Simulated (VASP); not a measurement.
# Ag (Fd-3m) in VASP: further runs, part 3 of 3

VASP 6.6.1. Earlier steps stand in the parts before.

### 5 Single point, PBE

This run uses another cell than the first one, of 30.10 Å³/atom, 1.517 times its volume.

INCAR

```
SYSTEM = Ag
PREC = Accurate ; ENCUT = 520
EDIFF = 1E-6 ; ISMEAR = 0
SIGMA = 0.1 ; LREAL = .False.
LASPH = .True. ; NELM = 100
ALGO = Normal ; ISIF = 2
LWAVE = .False. ; LCHARG = .False.
GGA = PE ; NBANDS = 18
```

KPOINTS

```
regular mesh
0
Gamma
  12 12 12
  0 0 0
```

POSCAR

```
Ag
1.0
    0.0000000000      3.1107345286      3.1107345286
    3.1107345286      0.0000000000      3.1107345286
    3.1107345286      3.1107345286      0.0000000000
Ag
2
Direct
    0.0000000000      0.0000000000      0.0000000000
    0.2500000000      0.2500000000      0.2500000000
```

Potentials or basis: VASP PAW PBE potentials, release 64 (Ag).

Launch:

```console
$ cat potpaw_PBE.64/Ag/POTCAR > POTCAR
$ mpirun -np 1 vasp_std > vasp.out
```

OUTCAR:

```text
SYSTEM = Ag
   PREC = Accurate
   ENCUT = 520
   EDIFF = 1E-6
   ISMEAR = 0
   LREAL = .False.
   LASPH = .True.
   NELM = 100
   ISIF = 2
   GGA = PE

 ion  position               nearest neighbor table
   1  0.000  0.000  0.000-   2 2.69   2 2.69   2 2.69   2 2.69
   2  0.250  0.250  0.250-   1 2.69   1 2.69   1 2.69   1 2.69

  LATTYP: Found a face centered cubic cell.
 ALAT       =     6.2214690572

  Lattice vectors:

 A1 = (   0.0000000000,   3.1107345286,   3.1107345286)
 A2 = (   3.1107345286,   0.0000000000,   3.1107345286)
 A3 = (   3.1107345286,   3.1107345286,   0.0000000000)

Analysis of symmetry for initial positions (statically):
=====================================================================
 Subroutine PRICEL returns:
 Original cell was already a primitive cell.

 Routine SETGRP: Setting up the symmetry group for a
 face centered cubic supercell.

 Subroutine GETGRP returns: Found 48 space group operations
 (whereof 24 operations were pure point group operations)
 out of a pool of 48 trial point group operations.

The static configuration has the point symmetry T_d .
 The point group associated with its full space group is O_h .

Analysis of symmetry for dynamics (positions and initial velocities):
=====================================================================
 Subroutine PRICEL returns:
 Original cell was already a primitive cell.

 Routine SETGRP: Setting up the symmetry group for a
 face centered cubic supercell.

 Subroutine GETGRP returns: Found 48 space group operations
 (whereof 24 operations were pure point group operations)
 out of a pool of 48 trial point group operations.

The dynamic configuration has the point symmetry T_d .
 The point group associated with its full space group is O_h .

 Subroutine INISYM returns: Found 48 space group operations
 (whereof 24 operations are pure point group operations),
 and found     1 'primitive' translations

----------------------------------------------------------------------------------------

                                     Primitive cell

  volume of cell :      60.2031

  direct lattice vectors                    reciprocal lattice vectors
     0.000000000  3.110734529  3.110734529    -0.160733742  0.160733742  0.160733742
     3.110734529  0.000000000  3.110734529     0.160733742 -0.160733742  0.160733742
     3.110734529  3.110734529  0.000000000     0.160733742  0.160733742 -0.160733742

  length of vectors
     4.399242959  4.399242959  4.399242959     0.278399007  0.278399007  0.278399007

  position of ions in fractional coordinates (direct lattice)
     0.000000000  0.000000000  0.000000000
     0.250000000  0.250000000  0.250000000

  ion indices of the primitive-cell ions
   primitive index   ion index
                 1           1
                 2           2

----------------------------------------------------------------------------------------

 KPOINTS: regular mesh

Automatic generation of k-mesh.
 Grid dimensions read from file:
 generate k-points for:   12   12   12

 Generating k-lattice:

  Cartesian coordinates                     Fractional coordinates (reciprocal lattice)
    -0.013394478  0.013394478  0.013394478     0.083333333  0.000000000  0.000000000
     0.013394478 -0.013394478  0.013394478     0.000000000  0.083333333  0.000000000
     0.013394478  0.013394478 -0.013394478     0.000000000  0.000000000  0.083333333

  Length of vectors
     0.023199917  0.023199917  0.023199917

  Shift w.r.t. Gamma in fractional coordinates (k-lattice)
     0.000000000  0.000000000  0.000000000

 Subroutine IBZKPT returns following result:
 ===========================================

 Found     72 irreducible k-points:

 Following reciprocal coordinates:
            Coordinates               Weight
  0.000000  0.000000  0.000000      1.000000
  0.083333  0.000000  0.000000      8.000000
  0.166667  0.000000  0.000000      8.000000
  0.250000  0.000000  0.000000      8.000000
  0.333333  0.000000  0.000000      8.000000
  0.416667  0.000000  0.000000      8.000000
[... 16 lines left out ...]
  0.500000  0.166667  0.000000     24.000000
 -0.416667  0.166667  0.000000     24.000000
 [... further k-points ...]
   k-points           NKPTS =     72   k-points in BZ     NKDIM =     72   number of bands    NBANDS=     18
   number of dos      NEDOS =    301   number of ions     NIONS =      2
   total plane-waves  NPLWV =  46656
   dimension x,y,z NGX =    36 NGY =   36 NGZ =   36
   dimension x,y,z NGXF=    72 NGYF=   72 NGZF=   72
   ions per type =               2
   NGX,Y,Z   is equivalent  to a cutoff of  13.60, 13.60, 13.60 a.u.
   NGXF,Y,Z  is equivalent  to a cutoff of  27.21, 27.21, 27.21 a.u.
 SYSTEM =  Ag
   PREC   = accura    normal or accurate (medium, high low for compatibility)
   ISTART =      0    job   : 0-new  1-cont  2-samecut
   ICHARG =      2    charge: 1-file 2-atom 10-const
   ISPIN  =      1    spin polarized calculation?
   LNONCOLLINEAR =      F non collinear calculations
   LSORBIT =      F    spin-orbit coupling
   LASPH  =      T    aspherical Exc in radial PAW
   ENCUT  =  520.0 eV  38.22 Ry    6.18 a.u.   8.18  8.18  8.18*2*pi/ulx,y,z
   NELM   =    100;   NELMIN=  2; NELMDL= -5     # of ELM steps
   EDIFF  = 0.1E-05   stopping-criterion for ELM
   LREAL  =      F    real-space projection
   EDIFFG = 0.1E-04   stopping-criterion for IOM
   NSW    =      0    number of steps for IOM
   IBRION =     -1    ionic relax: 0-MD 1-quasi-New 2-CG
   NFREE  =      0    steps in history (QN), initial steepest desc. (CG)
   ISIF   =      2    stress and relaxation
   ISYM   =      2    0-nonsym 1-usesym 2-fastsym
   POTIM  = 0.5000    time-step for ionic-motion
   TEBEG  =    0.0;   TEEND  =   0.0 temperature during run
   PSTRESS=    0.0 pullay stress
   NELECT =      22.0000    total number of electrons
   NUPDOWN=      -1.0000    fix difference up-down
   EMIN   =  10.00;   EMAX   =-10.00  energy-range for DOS
   EFERMI =   0.00;   METHOD = LEGACY
   ISMEAR =     0;   SIGMA  =   0.10  broadening in eV -4-tet -1-fermi 0-gaus
   EFERMI_NEDOS =   21; number of points for ismear=-14 and -15
   IALGO  =     38    algorithm
   IMIX   =      4    mixing-type and parameters
     AMIX     =   0.40;   BMIX     =  1.00
     AMIX_MAG =   1.60;   BMIX_MAG =  1.00
  volume/ion in A,a.u.               =      30.10       203.14
  Fermi-wavevector in a.u.,A,eV,Ry     =   1.170423  2.211778 18.638479  1.369890
  Thomas-Fermi vector in A             =   2.306881
   LORBIT       =      0    0 simple, 1 ext, 2 COOP (PROOUT), +10 PAW based schemes
   GGA     = PE    functional components
   LHFCALC =     F    Hartree Fock is set to
   AEXX    =    0.0000 exact exchange contribution
   IVDW    =     0    specifies the selected vdW correction
   LEPSILON=     F    determine dielectric tensor
   LRPA    =     F    only Hartree local field effects (RPA)
 non-spin polarized calculation
 Gauss-broadening in eV      SIGMA  =   0.10
  energy-cutoff  :      520.00
  volume of cell :       60.20
 maximum number of plane-waves:      1640
 NGX is ok and might be reduce to    36
   NGX = 17   NGY = 17   NGZ = 17

 number of electron      21.9999999 magnetization

 Free energy of the ion-electron system (eV)
  ---------------------------------------------------
  ext. energy  EPLUGINS =         0.00000000
  ---------------------------------------------------
  free energy    TOTEN  =        -3.87811395 eV

  energy without entropy =       -3.87577231  energy(sigma->0) =       -3.87694313

 E-fermi :   2.6392     XC(G=0):  -8.8238

 val. band max:        2.5347772815   @ k =  -0.3333   0.4167   0.1667
 cond. band min:       2.6554339065   @ k =  -0.3333   0.4167   0.0833
 fundamental gap:      0.1206566250
 Fermi energy:         2.6392131922

 k-point     1 :       0.0000    0.0000    0.0000
  band No.  band energies     occupation
      1      -2.0057      2.00000
      2      -1.8305      2.00000
      3      -1.8305      2.00000
      4      -1.8305      2.00000
      5      -1.8286      2.00000
      6      -1.8286      2.00000
[... 10 lines left out ...]
     17      11.7969      0.00000
     18      12.2768      0.00000

 k-point     2 :       0.0833    0.0000    0.0000
  band No.  band energies     occupation
      1      -1.9338      2.00000
      2      -1.9061      2.00000
      3      -1.9061      2.00000
      4      -1.8267      2.00000
      5      -1.7374      2.00000
      6      -1.7374      2.00000
[... 10 lines left out ...]
     17      12.2738      0.00000
     18      12.8143      0.00000
[... 442 lines left out ...]
 k-point    24 :      -0.4167    0.1667    0.0000
  band No.  band energies     occupation
      1      -2.0592      2.00000
      2      -1.9752      2.00000
      3      -1.7556      2.00000
      4      -1.5346      2.00000
      5      -1.4362      2.00000
      6      -1.3415      2.00000
[... 10 lines left out ...]
     17      13.4922      0.00000
     18      15.1326      0.00000

 [... further k-points ...]
[... 5 lines left out ...]
  --------------------------------------------------------------------------------------
  -------------------------------------------------------------------------------------
  Total       -0.0325805     -0.0325805     -0.0325805     -0.0000000      0.0000000      0.0000000
  in kB       -0.8670609     -0.8670609     -0.8670609     -0.0000000      0.0000000      0.0000000
  external PRESSURE =      -0.8670609 kB  Pullay stress =       0.0000000 kB

 VOLUME and BASIS-vectors are now :
 -----------------------------------------------------------------------------
  energy-cutoff  :      520.00
  volume of cell :       60.20
      direct lattice vectors                 reciprocal lattice vectors
     0.000000000  3.110734529  3.110734529    -0.160733742  0.160733742  0.160733742
     3.110734529  0.000000000  3.110734529     0.160733742 -0.160733742  0.160733742
     3.110734529  3.110734529  0.000000000     0.160733742  0.160733742 -0.160733742

 POSITION                                       TOTAL-FORCE (eV/Angst)
 -----------------------------------------------------------------------------------
      0.00000      0.00000      0.00000         0.000000      0.000000      0.000000
      1.55537      1.55537      1.55537        -0.000000     -0.000000     -0.000000
 -----------------------------------------------------------------------------------
    total drift:                                0.000000      0.000000      0.000000

  FREE ENERGIE OF THE ION-ELECTRON SYSTEM (eV)
  ---------------------------------------------------
  free  energy   TOTEN  =        -3.8781139548 eV

  energy  without entropy=       -3.8757723102  energy(sigma->0) =       -3.87694313
```

OSZICAR:

```text
N       E                     dE             d eps       ncg     rms          rms(c)
DAV:   1     0.119181977511E+03    0.11918E+03   -0.10546E+04  2616   0.109E+03
DAV:   2    -0.206179535516E+01   -0.12124E+03   -0.11434E+03  2712   0.237E+02
DAV:   3    -0.406158321008E+01   -0.19998E+01   -0.19937E+01  3036   0.347E+01
DAV:   4    -0.407117947402E+01   -0.95963E-02   -0.95954E-02  2856   0.233E+00
DAV:   5    -0.407133268218E+01   -0.15321E-03   -0.15321E-03  2898   0.311E-01    0.407E+00
DAV:   6    -0.388380556335E+01    0.18753E+00   -0.66794E-01  2816   0.745E+00    0.301E+00
DAV:   7    -0.387988374328E+01    0.39218E-02   -0.58298E-03  2776   0.588E-01    0.172E+00
DAV:   8    -0.387808495848E+01    0.17988E-02   -0.93218E-04  2748   0.232E-01    0.238E-02
DAV:   9    -0.387810764088E+01   -0.22682E-04   -0.19576E-05  3032   0.323E-02    0.104E-02
DAV:  10    -0.387811399533E+01   -0.63544E-05   -0.49033E-06  2848   0.166E-02    0.663E-04
DAV:  11    -0.387811395476E+01    0.40571E-07   -0.32520E-08  1468   0.132E-03
   1 F= -.38781140E+01 E0= -.38769431E+01  d E =-.234164E-02
```

It took 40 s on 1 thread of Intel Xeon Platinum 8488C (Sapphire Rapids), shared host; peak memory 0.23 GiB.

Results:

```
Free energy            : -3.8781 eV
Pressure               : -0.1 GPa
Band gap on the k mesh : zero (band 11 reaches 3.05 eV, above the bottom of band 12 at 2.09 eV)
```

Levels at points of the mesh, in eV from the Fermi level:
```tsv
k point	band 9	band 10	band 11	band 12	band 13	band 14
(0.00, 0.00, 0.00)	-3.23	-2.68	-2.68	8.43	8.43	8.43
(0.50, 0.00, 0.00)	-2.72	-2.72	-0.94	-0.55	6.09	6.09
(0.50, 0.50, 0.00)	-2.62	-2.62	0.09	0.09	3.48	3.48
```

### 6 Relaxation of cell and atoms, PBE

This run uses another cell than the first one, of 30.10 Å³/atom, 1.517 times its volume.

INCAR

```
SYSTEM = Ag
PREC = Accurate
ENCUT = 600
EDIFF = 1E-6
ISMEAR = 0
SIGMA = 0.1
LREAL = .FALSE.
LASPH = .TRUE.
NELM = 60
ALGO = Normal
ISIF = 3
LWAVE = .FALSE.
LCHARG = .FALSE.
GGA = PE
IBRION = 2
NSW = 100
EDIFFG = -0.01
```

KPOINTS

```
regular mesh
0
G
  12 12 12
  0 0 0
```

POSCAR is that of step 5.

Potentials or basis: VASP PAW PBE potentials, release 64 (Ag).

Launch:

```console
$ cat potpaw_PBE.64/Ag/POTCAR > POTCAR
$ mpirun -np 1 vasp_std > vasp.out
```

Wall time 59 s (1 thread of Intel Xeon Platinum 8488C (Sapphire Rapids), shared host); peak memory 0.25 GiB.

Results (log left out):

```yaml
Free_energy: -3.8779 eV
Relaxed_volume: 30.02 Å³/atom
Relaxed_cell: a = 4.395 Å, b = 4.395 Å, c = 4.395 Å, α = 60.00°, β = 60.00°, γ = 60.00°
Space_group_after_relaxing_to_0.05_Å: Fd-3m (No. 227)
Energy_gained_by_relaxing: 0.0 meV/atom
Ionic_steps: 2
Pressure_after_relaxing: 0.0 GPa
Band_gap_on_the_k_mesh: zero (band 11 reaches 3.07 eV, above the bottom of band 12 at 2.10 eV)
```

Final structure:
```yaml
crystal:
  lattice:
    - [0.00000, 3.10804, 3.10804]
    - [3.10804, 0.00000, 3.10804]
    - [3.10804, 3.10804, 0.00000]
  atoms:
    - { symbol: Ag, position: [0.00000, 0.00000, 0.00000] }
    - { symbol: Ag, position: [0.25000, 0.25000, 0.25000] }
```

Levels at points of the mesh, in eV from the Fermi level:
| k point | band 8 | band 9 | band 10 | band 11 | band 12 | band 13 | band 14 | band 15 |
| --- | --- | --- | --- | --- | --- | --- | --- | --- |
| (0.00, 0.00, 0.00) | -3.23 | -3.23 | -2.68 | -2.68 | 8.44 | 8.44 | 8.44 | 9.17 |
| (0.50, 0.00, 0.00) | -3.13 | -2.72 | -2.72 | -0.93 | -0.56 | 6.10 | 6.10 | 8.95 |
| (0.50, 0.50, 0.00) | -3.48 | -2.62 | -2.62 | 0.09 | 0.09 | 3.48 | 3.48 | 6.94 |

### 7 The runs side by side

| task | cell | k mesh | cutoff (eV) | gap on the mesh (eV) | pressure (GPa) | relaxed volume (Å³/atom) |
| --- | --- | --- | --- | --- | --- | --- |
| single point | a = 3.828 Å, angles 60.0°, 2 atoms | 6 × 6 × 6 | 520 | none | 39.9 | - |
| single point | a = 4.399 Å, angles 60.0°, 2 atoms | 6 × 6 × 6 | 520 | none | 0.1 | - |
| relaxation of cell and atoms | relaxed from a = 3.828 Å, angles 60.0°, 2 atoms | 6 × 6 × 6 | 600 | none | 0.0 | 30.23 |
| single point | a = 4.399 Å, angles 60.0°, 2 atoms | 12 × 12 × 12 | 520 | none | -0.1 | - |
| relaxation of cell and atoms | relaxed from a = 4.399 Å, angles 60.0°, 2 atoms | 12 × 12 × 12 | 600 | none | 0.0 | 30.02 |

Alike in all rows: level PBE; potentials or basis VASP PAW PBE potentials, release 64 (Ag); no spin polarisation; smearing gaussian 0.1 eV.

Caveats: the volume moved by over 15 % at a fixed basis, so the end points are rough (some runs).

Absolute energies hang on the potentials; compare differences alone.
